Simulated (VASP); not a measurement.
# BiPt3 (Pm-3m) in VASP: single point with PBEsol

Aim: the single point of BiPt3 with PBEsol.

All numbers are computed with VASP 6.6.1; they aren't measurements. Logs are shortened: lines on timing, memory, paths and dates and some standing lists are left out, and cuts for length are marked.

## 1. The cell of the first run

It takes space group Pm-3m (No. 221, cubic). The conventional cell has a = 4.186 Å, b = 4.186 Å, c = 4.186 Å, α = 90.00°, β = 90.00°, γ = 90.00°. Bi (site symmetry m-3m) has 12 Pt at 2.96 Å within 3.9 Å. Pt (site symmetry 4/mmm) has 4 Bi at 2.96 Å and 8 Pt at 2.96 Å within 3.9 Å.

## 2. Single point, PBEsol

File INCAR:

```
  PREC = Accurate
  ENCUT = 500
  EDIFF = 1E-6
  ISMEAR = -1
  SIGMA = 0.05
  LREAL = F
  LASPH = T
  NELM = 120
  ALGO = Normal
  ISIF = 2
  LWAVE = F
  LCHARG = T
  GGA = PS
  LELF = T
  LVHAR = T
  NBANDS = 30
  GGA_COMPAT = F
```

File KPOINTS:

```
Automatic mesh
0
Gamma
  6 6 6
```

File POSCAR:

```
BiPt3
1.0
    4.1864950000      0.0000000000      0.0000000000
    0.0000000000      4.1864950000      0.0000000000
    0.0000000000      0.0000000000      4.1864950000
Bi Pt
1 3
Direct
    0.0000000000      0.0000000000      0.0000000000
    0.0000000000      0.5000000000      0.5000000000
    0.5000000000      0.0000000000      0.5000000000
    0.5000000000      0.5000000000      0.0000000000
```

Potentials or basis: VASP PAW PBE potentials, release 64 (Bi_d, Pt).

Run with:

```
cat potpaw_PBE.64/Bi_d/POTCAR potpaw_PBE.64/Pt/POTCAR > POTCAR
mpirun -np 1 vasp_std > vasp.out
```

OUTCAR:

```text
PREC = Accurate
   ENCUT = 500
   EDIFF = 1E-6
   ISMEAR = -1
   LREAL = F
   LASPH = T
   NELM = 120
   ISIF = 2
   GGA = PS

 ion  position               nearest neighbor table
   1  0.000  0.000  0.000-   2 2.96   3 2.96   4 2.96   2 2.96   3 2.96   2 2.96   4 2.96   2 2.96
                             3 2.96   4 2.96   3 2.96   4 2.96
   2  0.000  0.500  0.500-   1 2.96   3 2.96   4 2.96   1 2.96   4 2.96   1 2.96   3 2.96   1 2.96
                             3 2.96   4 2.96   4 2.96   3 2.96
   3  0.500  0.000  0.500-   1 2.96   2 2.96   4 2.96   1 2.96   4 2.96   2 2.96   4 2.96   4 2.96
                             1 2.96   2 2.96   1 2.96   2 2.96
   4  0.500  0.500  0.000-   1 2.96   2 2.96   3 2.96   2 2.96   3 2.96   1 2.96   3 2.96   3 2.96
                             1 2.96   2 2.96   2 2.96   1 2.96

  LATTYP: Found a simple cubic cell.
 ALAT       =     4.1864950000

  Lattice vectors:

 A1 = (   4.1864950000,   0.0000000000,   0.0000000000)
 A2 = (   0.0000000000,   4.1864950000,   0.0000000000)
 A3 = (   0.0000000000,   0.0000000000,   4.1864950000)

Analysis of symmetry for initial positions (statically):
=====================================================================
 Subroutine PRICEL returns:
 Original cell was already a primitive cell.

 Routine SETGRP: Setting up the symmetry group for a
 simple cubic supercell.

 Subroutine GETGRP returns: Found 48 space group operations
 (whereof 48 operations were pure point group operations)
 out of a pool of 48 trial point group operations.

The static configuration has the point symmetry O_h .

Analysis of symmetry for dynamics (positions and initial velocities):
=====================================================================
 Subroutine PRICEL returns:
 Original cell was already a primitive cell.

 Routine SETGRP: Setting up the symmetry group for a
 simple cubic supercell.

 Subroutine GETGRP returns: Found 48 space group operations
 (whereof 48 operations were pure point group operations)
 out of a pool of 48 trial point group operations.

The dynamic configuration has the point symmetry O_h .

 Subroutine INISYM returns: Found 48 space group operations
 (whereof 48 operations are pure point group operations),
 and found     1 'primitive' translations

----------------------------------------------------------------------------------------

                                     Primitive cell

  volume of cell :      73.3756
[... 87 lines left out ...]
   NELM   =    120;   NELMIN=  2; NELMDL= -5     # of ELM steps
   EDIFF  = 0.1E-05   stopping-criterion for ELM
   LREAL  =      F    real-space projection
   EDIFFG = 0.1E-04   stopping-criterion for IOM
   NSW    =      0    number of steps for IOM
   IBRION =     -1    ionic relax: 0-MD 1-quasi-New 2-CG
   NFREE  =      0    steps in history (QN), initial steepest desc. (CG)
   ISIF   =      2    stress and relaxation
   ISYM   =      2    0-nonsym 1-usesym 2-fastsym
   POTIM  = 0.5000    time-step for ionic-motion
   TEBEG  =    0.0;   TEEND  =   0.0 temperature during run
   PSTRESS=    0.0 pullay stress
   NELECT =      45.0000    total number of electrons
   NUPDOWN=      -1.0000    fix difference up-down
   EMIN   =  10.00;   EMAX   =-10.00  energy-range for DOS
   EFERMI =   0.00;   METHOD = LEGACY
   ISMEAR =    -1;   SIGMA  =   0.05  broadening in eV -4-tet -1-fermi 0-gaus
   EFERMI_NEDOS =   21; number of points for ismear=-14 and -15
   IALGO  =     38    algorithm
   IMIX   =      4    mixing-type and parameters
     AMIX     =   0.40;   BMIX     =  1.00
     AMIX_MAG =   1.60;   BMIX_MAG =  1.00
  volume/ion in A,a.u.               =      18.34       123.79
  Fermi-wavevector in a.u.,A,eV,Ry     =   1.390897  2.628415 26.321770  1.934596
  Thomas-Fermi vector in A             =   2.514788
   LORBIT       =      0    0 simple, 1 ext, 2 COOP (PROOUT), +10 PAW based schemes
   GGA     = PS    functional components
   LHFCALC =     F    Hartree Fock is set to
   AEXX    =    0.0000 exact exchange contribution
   IVDW    =     0    specifies the selected vdW correction
   LEPSILON=     F    determine dielectric tensor
   LRPA    =     F    only Hartree local field effects (RPA)
 non-spin polarized calculation
  energy-cutoff  :      500.00
  volume of cell :       73.38
 maximum number of plane-waves:      1888
 NGX is ok and might be reduce to    32
   NGX = 15   NGY = 15   NGZ = 15

 number of electron      45.0000002 magnetization

 Free energy of the ion-electron system (eV)
  ---------------------------------------------------
  ext. energy  EPLUGINS =         0.00000000
  ---------------------------------------------------
  free energy    TOTEN  =       -24.95432964 eV

  energy without entropy =      -24.91650349  energy(sigma->0) =      -24.93541657

 E-fermi :  10.1696     XC(G=0): -12.6566

 val. band max:       10.1308032499   @ k =   0.5000   0.3333   0.3333
 cond. band min:      10.2070887637   @ k =   0.5000   0.3333   0.1667
 fundamental gap:      0.0762855138
 Fermi energy:        10.1695879278

 k-point     1 :       0.0000    0.0000    0.0000
  band No.  band energies     occupation
      1     -12.9734      2.00000
      2     -12.9734      2.00000
      3     -12.9587      2.00000
      4     -12.9587      2.00000
      5     -12.9587      2.00000
      6      -3.0617      2.00000
[... 649 lines left out ...]
     29      21.1671      0.00000
     30      21.1671      0.00000

------------------------ aborting loop because EDIFF is reached ----------------------------------------

  FORCE on cell =-STRESS in cart. coord.  units (eV):
  Direction    XX          YY          ZZ          XY          YZ          ZX
  --------------------------------------------------------------------------------------
  -------------------------------------------------------------------------------------
  Total       -3.9944871     -3.9944871     -3.9944871     -0.0000000      0.0000000     -0.0000000
  in kB      -87.2207609    -87.2207609    -87.2207609     -0.0000000      0.0000000     -0.0000000
  external PRESSURE =     -87.2207609 kB  Pullay stress =       0.0000000 kB

 VOLUME and BASIS-vectors are now :
 -----------------------------------------------------------------------------
  energy-cutoff  :      500.00
  volume of cell :       73.38
      direct lattice vectors                 reciprocal lattice vectors
     4.186495000  0.000000000  0.000000000     0.238863297  0.000000000  0.000000000
     0.000000000  4.186495000  0.000000000     0.000000000  0.238863297  0.000000000
     0.000000000  0.000000000  4.186495000     0.000000000  0.000000000  0.238863297

 POSITION                                       TOTAL-FORCE (eV/Angst)
 -----------------------------------------------------------------------------------
      0.00000      0.00000      0.00000         0.000000      0.000000      0.000000
      0.00000      2.09325      2.09325         0.000000      0.000000      0.000000
      2.09325      0.00000      2.09325         0.000000      0.000000      0.000000
      2.09325      2.09325      0.00000         0.000000      0.000000      0.000000
 -----------------------------------------------------------------------------------
    total drift:                                0.000000     -0.000000     -0.000000

  FREE ENERGIE OF THE ION-ELECTRON SYSTEM (eV)
  ---------------------------------------------------
  free  energy   TOTEN  =       -24.9543296441 eV

  energy  without entropy=      -24.9165034898  energy(sigma->0) =      -24.93541657
```

stdout:

```text
POSCAR found type information on POSCAR BiPt
 POSCAR found :  2 types and       4 ions
 scaLAPACK will be used
 -----------------------------------------------------------------------------
|                                                                             |
|                                                                             |
|     You enforced a specific xc type in the INCAR file but a different       |
|     I HOPE YOU KNOW WHAT YOU ARE DOING!                                     |
|                                                                             |
 -----------------------------------------------------------------------------

 LDA part: xc-table for (Slater+PW92), standard interpolation
 POSCAR, INCAR and KPOINTS ok, starting setup
 FFT: planning ... GRIDC
 FFT: planning ... GRID_SOFT
 FFT: planning ... GRID
 WAVECAR not read
 entering main loop
```

Wall time 31 s (1 thread of Intel Xeon Platinum 8259CL at 2.50GHz (Skylake/Cascade Lake), shared host); peak memory 0.19 GiB.

What came out:

```yaml
Free_energy: -24.9543 eV
Pressure: -8.7 GPa
Band_gap_on_the_k_mesh: zero (an odd number of electrons rules out a gap without spin polarisation)
```

Caveat: the cell stands under tension; the PAW data sets were made with another functional, which shifts forces and pressure a little; spin-orbit coupling is left out, which moves the levels of the heavy elements.
